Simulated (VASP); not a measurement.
Set up this calculation in VASP 6.6.1, as the native input.

```
Task                   : single point
Functional             : PBEsol
Potentials or basis    : VASP PAW PBE potentials, release 64 (Au)
Cutoff                 : 520 eV
k mesh                 : 24 × 24 × 14
Occupations            : gaussian, width 0.15 eV
Spin                   : no spin polarisation
Dipole correction      : no
Further INCAR settings : ALGO = Fast; EDIFF = 1e-07; NBANDS = 18
```

The structure of Au lies in POSCAR:

```
Au
1.0
    2.6962471329      0.0000000000      0.0000000000
   -1.3481235664      2.3350185119      0.0000000000
    0.0000000000      0.0000000000      5.4097277922
Au
2
Direct
    0.3333333333      0.6666666667      0.7500000000
    0.6666666667      0.3333333333      0.2500000000
```

This cell differs from its parent crystal: ratio of the length along z to the lengths across it x 1.2, volume and fractional coordinates fixed.

The input as run:

INCAR

```
PREC     = Accurate       # precision mode
ENCUT    = 520            # plane-wave cutoff, eV
EDIFF    = 1E-7           # SCF threshold, eV
ISMEAR   = 0              # smearing method
SIGMA    = 0.15           # smearing width, eV
LREAL    = False          # projectors in reciprocal space
LASPH    = True           # aspherical terms in the spheres
NELM     = 60             # most SCF steps
ALGO     = Fast           # electronic algorithm
ISIF     = 2              # what is computed and relaxed
LWAVE    = False          # write WAVECAR
LCHARG   = False          # write CHGCAR
GGA      = PS             # functional
NBANDS   = 18             # bands
```

KPOINTS

```
Automatic mesh
0
Gamma
  24 24 14
```

Potentials or basis: VASP PAW PBE potentials, release 64 (Au).

Launch:

```bash
$ cat potpaw_PBE.64/Au/POTCAR > POTCAR
$ mpirun -np 1 vasp_std > vasp.out
```

It gave:

| Item | Value |
| --- | --- |
| Pressure | 8.8 GPa |
| Band gap on the k mesh | zero (band 11 reaches 14.19 eV, above the bottom of band 12 at 6.74 eV) |

Caveat: the PAW data sets were made with another functional, which shifts forces and pressure a little; spin-orbit coupling is left out, which moves the levels of the heavy elements.

It took 2.1 min on 1 thread of AMD EPYC 7R13, with other jobs on the host, peak memory 0.35 GiB.
